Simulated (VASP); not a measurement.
Write the native input for VASP 6.6.1 that does the following.

* Task: single point
* Functional: PBEsol
* Potentials or basis: VASP PAW PBE potentials, release 64 (Nb_sv, Ru_pv)
* Cutoff: 520 eV
* k mesh: 11 × 11 × 11
* Occupations: fermi-dirac, width 0.05 eV
* Spin: no spin polarisation
* Dipole correction: no
* Further INCAR settings: ALGO = Normal; EDIFF = 1e-06; NBANDS = 20

The structure of NbRu lies in POSCAR:

```
NbRu
1.0
    2.9580734238      0.0000000000      0.0000000000
    0.0000000000      2.9580734238      0.0000000000
    0.0000000000      0.0000000000      2.9580734238
Nb Ru
1 1
Direct
    0.0000000000      0.0000000000      0.0000000000
    0.5000000000      0.5000000000      0.5000000000
```

These files were run (other wordings do the same):

INCAR

```
ALGO = Normal
EDIFF = 1E-6
ENCUT = 520
GGA = PS
ISIF = 2
ISMEAR = -1
LASPH = True
LCHARG = False
LREAL = False
LWAVE = False
NBANDS = 20
NELM = 100
PREC = Accurate
SIGMA = 0.05
```

KPOINTS

```
k-points
0
Gamma
  11 11 11
```

Potentials or basis: VASP PAW PBE potentials, release 64 (Nb_sv, Ru_pv).

Command:

```console
$ cat potpaw_PBE.64/Nb_sv/POTCAR potpaw_PBE.64/Ru_pv/POTCAR > POTCAR
$ mpirun -np 1 vasp_std > vasp.out
```

Results of the run:

```json
{"Pressure": "65.9 GPa"}
```

Caveat: the PAW data sets were made with another functional, which shifts forces and pressure a little.

It took 9.1 s on 1 thread of Intel(R) Xeon(R) 6975P-C (Granite Rapids), on a shared host, peak memory 0.15 GiB.
